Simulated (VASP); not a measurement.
# InPd: relaxation of cell and atoms with r2SCAN

InPd:

```
In Pd
1.0
     3.27188    0.00000    0.00000
     0.00000    3.27188    0.00000
     0.00000    0.00000    3.27188
In Pd
1 1
Direct
  0.00000 0.00000 0.00000
  0.50000 0.50000 0.50000
```

```json
{
  "Program": "VASP 6.6.1",
  "Task": "relaxation of cell and atoms",
  "Functional": "r2SCAN",
  "Potentials or basis": "VASP PAW PBE potentials, release 64 (In_d, Pd)",
  "Cutoff": "600 eV",
  "k mesh": "6 × 6 × 6",
  "Occupations": "fermi-dirac, width 0.1 eV",
  "Spin": "no spin polarisation",
  "Dipole correction": "no",
  "Further INCAR settings": "ALGO = Normal; EDIFF = 1e-06; IBRION = 2; EDIFFG = -0.02; NSW = 60; ISIF = 3"
}
```

```yaml
Relaxed_volume: 17.59 Å³/atom
Relaxed_cell: a = 3.277 Å, b = 3.277 Å, c = 3.277 Å, α = 90.00°, β = 90.00°, γ = 90.00°
Space_group_after_relaxing_to_0.05_Å: Pm-3m (No. 221)
Energy_gained_by_relaxing: 0.0 meV/atom
Ionic_steps: 2
Pressure_after_relaxing: -0.2 GPa
```

Final structure:
```yaml
crystal:
  lattice:
    - [3.27671, 0.00000, 0.00000]
    - [0.00000, 3.27671, 0.00000]
    - [0.00000, 0.00000, 3.27671]
  atoms:
    - { symbol: In, position: [0.00000, 0.00000, 0.00000] }
    - { symbol: Pd, position: [0.50000, 0.50000, 0.50000] }
```

Levels at points of the mesh, in eV from the Fermi level:
```tsv
k point	band 9	band 10	band 11	band 12	band 13	band 14
(0.00, 0.00, 0.00)	-2.46	-2.46	-2.46	4.44	4.44	4.44
(0.50, 0.00, 0.00)	-3.47	-3.47	-2.54	-1.27	10.00	10.00
(0.50, 0.50, 0.00)	-2.89	-2.47	-2.47	-1.89	1.53	2.53
(0.50, 0.50, 0.50)	-1.85	-1.85	0.17	3.89	3.89	3.89
```

It took 60 s on 1 thread of Intel(R) Xeon(R) Platinum 8488C (Sapphire Rapids) (shared host), peak memory 0.18 GiB.

Caveat: the PAW data sets were made with another functional, which shifts forces and pressure a little; spin-orbit coupling is left out, which moves the levels of the heavy elements.
